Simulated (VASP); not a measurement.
# CaS (Fm-3m) in VASP: relaxation of cell and atoms with HSE06

Aim: the relaxation of cell and atoms of CaS with HSE06.

Program: VASP 6.6.1. These are calculated values, not measurements. Logs are shortened: lines on timing, memory, paths and dates and some standing lists are left out, and cuts for length are marked.

**1. The cell of the first run**

The structure is cubic, space group Fm-3m (No. 225). Conventional cell: a = 5.696 Å, b = 5.696 Å, c = 5.696 Å, α = 90.00°, β = 90.00°, γ = 90.00°. Ca (site symmetry m-3m) has 6 S at 2.85 Å within 3.8 Å. S (site symmetry m-3m) has 6 Ca at 2.85 Å within 3.8 Å.

**2. Relaxation of cell and atoms, HSE06**

File POSCAR:

```
CaS
1.0
    0.0000000000      2.8479357442      2.8479357442
    2.8479357442      0.0000000000      2.8479357442
    2.8479357442      2.8479357442      0.0000000000
Ca S
1 1
Direct
    0.0000000000      0.0000000000      0.0000000000
    0.5000000000      0.5000000000      0.5000000000
```

File INCAR.step1:

```
ALGO = Normal
EDIFF = 1E-5
EDIFFG = -0.005
ENCUT = 500
GGA = PE
GGA_COMPAT = False
IBRION = 2
ISIF = 3
ISMEAR = -1
LASPH = True
LCHARG = False
LREAL = False
LWAVE = True
NBANDS = 15
NELM = 120
NELMIN = 4
NSW = 100
PREC = Accurate
SIGMA = 0.02
```

File INCAR.step2:

```
ALGO = Normal
EDIFF = 1E-7
EDIFFG = -0.005
ENCUT = 500
GGA = PE
GGA_COMPAT = False
HFSCREEN = 0.2079
IBRION = 2
ISIF = 3
ISMEAR = -1
ISTART = 1
LASPH = True
LCHARG = False
LHFCALC = True
LREAL = False
LWAVE = False
NELM = 120
NELMIN = 4
NSW = 80
PREC = Accurate
PRECFOCK = Normal
SIGMA = 0.02
```

File KPOINTS:

```
k-points
0
Gamma
  6 6 6
```

Potentials or basis: VASP PAW PBE potentials, release 64 (Ca_sv, S).

Launch:

```console
> cat potpaw_PBE.64/Ca_sv/POTCAR potpaw_PBE.64/S/POTCAR > POTCAR
> cp INCAR.step1 INCAR
> mpirun -np 1 vasp_std > vasp.out
> cp INCAR.step2 INCAR
> mpirun -np 1 vasp_std > vasp.out
```

OUTCAR:

```text
EDIFF = 1E-7
   EDIFFG = -0.005
   ENCUT = 500
   GGA = PE
   HFSCREEN = 0.2079
   IBRION = 2
   ISIF = 3
   ISMEAR = -1
   ISTART = 1
   LASPH = True
   LHFCALC = True
   LREAL = False
   NELM = 120
   NELMIN = 4
   NSW = 80
   PREC = Accurate
   PRECFOCK = Normal

 ion  position               nearest neighbor table
   1  0.000  0.000  0.000-   2 2.85   2 2.85   2 2.85   2 2.85   2 2.85   2 2.85
   2  0.500  0.500  0.500-   1 2.85   1 2.85   1 2.85   1 2.85   1 2.85   1 2.85

  LATTYP: Found a face centered cubic cell.
 ALAT       =     5.6958714884

  Lattice vectors:

 A1 = (   0.0000000000,   2.8479357442,   2.8479357442)
 A2 = (   2.8479357442,   0.0000000000,   2.8479357442)
 A3 = (   2.8479357442,   2.8479357442,   0.0000000000)

Analysis of symmetry for initial positions (statically):
=====================================================================
 Subroutine PRICEL returns:
 Original cell was already a primitive cell.

 Routine SETGRP: Setting up the symmetry group for a
 face centered cubic supercell.

 Subroutine GETGRP returns: Found 48 space group operations
 (whereof 48 operations were pure point group operations)
 out of a pool of 48 trial point group operations.

The static configuration has the point symmetry O_h .

Analysis of symmetry for dynamics (positions and initial velocities):
=====================================================================
 Subroutine PRICEL returns:
 Original cell was already a primitive cell.

 Routine SETGRP: Setting up the symmetry group for a
 face centered cubic supercell.

 Subroutine GETGRP returns: Found 48 space group operations
 (whereof 48 operations were pure point group operations)
 out of a pool of 48 trial point group operations.

The dynamic configuration has the point symmetry O_h .

 Subroutine INISYM returns: Found 48 space group operations
 (whereof 48 operations are pure point group operations),
 and found     1 'primitive' translations

----------------------------------------------------------------------------------------

                                     Primitive cell

  volume of cell :      46.1977

  direct lattice vectors                    reciprocal lattice vectors
     0.000000000  2.847935744  2.847935744    -0.175565759  0.175565759  0.175565759
     2.847935744  0.000000000  2.847935744     0.175565759 -0.175565759  0.175565759
     2.847935744  2.847935744  0.000000000     0.175565759  0.175565759 -0.175565759

  length of vectors
     4.027589354  4.027589354  4.027589354     0.304088814  0.304088814  0.304088814

  position of ions in fractional coordinates (direct lattice)
     0.000000000  0.000000000  0.000000000
     0.500000000  0.500000000  0.500000000

  ion indices of the primitive-cell ions
   primitive index   ion index
                 1           1
                 2           2

----------------------------------------------------------------------------------------

 KPOINTS: k-points

Automatic generation of k-mesh.
 Grid dimensions read from file:
 generate k-points for:    6    6    6

 Generating k-lattice:

  Cartesian coordinates                     Fractional coordinates (reciprocal lattice)
    -0.029260960  0.029260960  0.029260960     0.166666667  0.000000000  0.000000000
     0.029260960 -0.029260960  0.029260960     0.000000000  0.166666667  0.000000000
     0.029260960  0.029260960 -0.029260960     0.000000000  0.000000000  0.166666667

  Length of vectors
     0.050681469  0.050681469  0.050681469

  Shift w.r.t. Gamma in fractional coordinates (k-lattice)
     0.000000000  0.000000000  0.000000000

 Subroutine IBZKPT returns following result:
 ===========================================

 Found     16 irreducible k-points:

 Following reciprocal coordinates:
            Coordinates               Weight
  0.000000  0.000000  0.000000      1.000000
  0.166667  0.000000  0.000000      8.000000
  0.333333  0.000000  0.000000      8.000000
  0.500000  0.000000  0.000000      4.000000
  0.166667  0.166667  0.000000      6.000000
  0.333333  0.166667  0.000000     24.000000
[... 8 lines left out ...]
 -0.333333  0.333333  0.166667     24.000000
 -0.333333  0.500000  0.166667     12.000000
   k-points           NKPTS =     16   k-points in BZ     NKDIM =    216   number of bands    NBANDS=     12
   number of dos      NEDOS =    301   number of ions     NIONS =      2
   total plane-waves  NPLWV =  27000
   dimension x,y,z NGX =    30 NGY =   30 NGZ =   30
   dimension x,y,z NGXF=    60 NGYF=   60 NGZF=   60
   ions per type =               1   1
   NGX,Y,Z   is equivalent  to a cutoff of  12.38, 12.38, 12.38 a.u.
   NGXF,Y,Z  is equivalent  to a cutoff of  24.77, 24.77, 24.77 a.u.
 SYSTEM =  unknown system
   PREC   = accura    normal or accurate (medium, high low for compatibility)
   ISTART =      1    job   : 0-new  1-cont  2-samecut
   ICHARG =      0    charge: 1-file 2-atom 10-const
   ISPIN  =      1    spin polarized calculation?
   LNONCOLLINEAR =      F non collinear calculations
   LSORBIT =      F    spin-orbit coupling
   LASPH  =      T    aspherical Exc in radial PAW
   ENCUT  =  500.0 eV  36.75 Ry    6.06 a.u.   7.34  7.34  7.34*2*pi/ulx,y,z
   NELM   =    120;   NELMIN=  4; NELMDL=  0     # of ELM steps
   EDIFF  = 0.1E-06   stopping-criterion for ELM
   LREAL  =      F    real-space projection
   EDIFFG = -.5E-02   stopping-criterion for IOM
   NSW    =     80    number of steps for IOM
   IBRION =      2    ionic relax: 0-MD 1-quasi-New 2-CG
   NFREE  =      1    steps in history (QN), initial steepest desc. (CG)
   ISIF   =      3    stress and relaxation
   ISYM   =      3    0-nonsym 1-usesym 2-fastsym
   POTIM  = 0.5000    time-step for ionic-motion
   TEBEG  =    0.0;   TEEND  =   0.0 temperature during run
   PSTRESS=    0.0 pullay stress
   NELECT =      16.0000    total number of electrons
   NUPDOWN=      -1.0000    fix difference up-down
   EMIN   =  10.00;   EMAX   =-10.00  energy-range for DOS
   EFERMI =   0.00;   METHOD = LEGACY
   ISMEAR =    -1;   SIGMA  =   0.02  broadening in eV -4-tet -1-fermi 0-gaus
   EFERMI_NEDOS =   21; number of points for ismear=-14 and -15
   IALGO  =     38    algorithm
   IMIX   =      1    mixing-type and parameters
     AMIX     =   0.40;   BMIX     =  1.00
     AMIX_MAG =   1.60;   BMIX_MAG =  1.00
  volume/ion in A,a.u.               =      23.10       155.88
  Fermi-wavevector in a.u.,A,eV,Ry     =   1.149674  2.172568 17.983499  1.321750
  Thomas-Fermi vector in A             =   2.286342
   LORBIT       =      0    0 simple, 1 ext, 2 COOP (PROOUT), +10 PAW based schemes
   GGA     = PE    functional components
   LHFCALC =     T    Hartree Fock is set to
   PRECFOCK=normal    Normal, Fast or Accurate (Low or Medium for compatibility)
   ENCUT4O =  -1.0   cutoff for four orbital integrals eV
   NKREDX  =     1    reduce k-point grid by
   NKREDY  =     1    reduce k-point grid by
   NKREDZ  =     1    reduce k-point grid by
   AEXX    =    0.2500 exact exchange contribution
   HFSCREEN=    0.2079 screening length (either q_TF or 0.3 A-1)
   HFSCREENC=   0.2079 screening length for correlation (either q_TF or 0.3 A-1)
   ENCUTFOCK=  -1.0 apply spherical cutoff to Coloumb kernel
   IVDW    =     0    specifies the selected vdW correction
   LEPSILON=     F    determine dielectric tensor
   LRPA    =     F    only Hartree local field effects (RPA)
 conjugate gradient relaxation of ions
 non-spin polarized calculation
  energy-cutoff  :      500.00
  volume of cell :       46.20
 maximum number of plane-waves:      1211
 NGX is ok and might be reduce to    30
  NGX = 24; NGY = 24; NGZ = 24

--------------------------------------- Ionic step        1  -------------------------------------------

 number of electron      16.0000004 magnetization

 Free energy of the ion-electron system (eV)
  ---------------------------------------------------
  ext. energy  EPLUGINS =         0.00000000
  ---------------------------------------------------
  free energy    TOTEN  =       -11.65954101 eV

  energy without entropy =      -11.65954101  energy(sigma->0) =      -11.65954101

------------------------ aborting loop because EDIFF is reached ----------------------------------------

  FORCE on cell =-STRESS in cart. coord.  units (eV):
  Direction    XX          YY          ZZ          XY          YZ          ZX
  --------------------------------------------------------------------------------------
  -------------------------------------------------------------------------------------
  Total        0.0674369      0.0674369      0.0674369     -0.0000000      0.0000000     -0.0000000
  in kB        2.3387722      2.3387722      2.3387722     -0.0000000      0.0000000     -0.0000000
  external PRESSURE =       2.3387722 kB  Pullay stress =       0.0000000 kB
[... 57 lines left out ...]
  energy  without entropy=      -11.6596639265  energy(sigma->0) =      -11.65966393

--------------------------------------- Ionic step        3  -------------------------------------------

 number of electron      16.0000004 magnetization

 Free energy of the ion-electron system (eV)
  ---------------------------------------------------
  ext. energy  EPLUGINS =         0.00000000
  ---------------------------------------------------
  free energy    TOTEN  =       -11.65967242 eV

  energy without entropy =      -11.65967242  energy(sigma->0) =      -11.65967242

 E-fermi :   2.5012     XC(G=0):  -7.7359

 val. band max:        2.0675728811   @ k =   0.0000   0.0000   0.0000
 cond. band min:       5.4800819090   @ k =   0.5000   0.5000   0.0000
 fundamental gap:      3.4125090279
 Fermi energy:         2.5012475458

 k-point     1 :       0.0000    0.0000    0.0000
  band No.  band energies     occupation
      1     -40.1225      2.00000
      2     -19.6293      2.00000
      3     -19.6293      2.00000
      4     -19.6293      2.00000
      5     -10.4252      2.00000
      6       2.0676      2.00000
      7       2.0676      2.00000
      8       2.0676      2.00000
      9       7.2136      0.00000
     10       7.5472      0.00000
     11       7.5472      0.00000
     12       7.5472      0.00000
[... 252 lines left out ...]
  FREE ENERGIE OF THE ION-ELECTRON SYSTEM (eV)
  ---------------------------------------------------
  free  energy   TOTEN  =       -11.6596724169 eV

  energy  without entropy=      -11.6596724168  energy(sigma->0) =      -11.65967242

 reached required accuracy - stopping structural energy minimisation
```

Wall time 41 min (1 thread of Intel Xeon 6975P-C (Granite Rapids), shared host); peak memory 0.29 GiB.

Results:

- Free energy: -11.6597 eV
- Relaxed volume: 23.19 Å³/atom
- Relaxed cell: a = 4.033 Å, b = 4.033 Å, c = 4.033 Å, α = 60.00°, β = 60.00°, γ = 60.00°
- Space group after relaxing (to 0.1 Å): Fm-3m (No. 225)
- Energy gained by relaxing: 0.1 meV/atom
- Ionic steps: 3
- Pressure after relaxing: 0.0 GPa
- Band gap on the k mesh: 3.41 eV (least direct gap 4.32 eV)

Step by step:
```
step  energy change (eV)  largest force (eV/Å)  pressure (GPa)  volume (Å³)
   1              0.0000                0.0000            0.23        46.20
   2             -0.0001                0.0000           -0.06        46.42
   3             -0.0001                0.0000            0.00        46.38
```

Final structure:
```yaml
crystal:
  lattice:
    - [0.00000, 2.85164, 2.85164]
    - [2.85164, 0.00000, 2.85164]
    - [2.85164, 2.85164, 0.00000]
  atoms:
    - { symbol: Ca, position: [0.00000, 0.00000, 0.00000] }
    - { symbol: S, position: [0.50000, 0.50000, 0.50000] }
```

Caveat: the PAW data sets were made with another functional, which shifts forces and pressure a little.
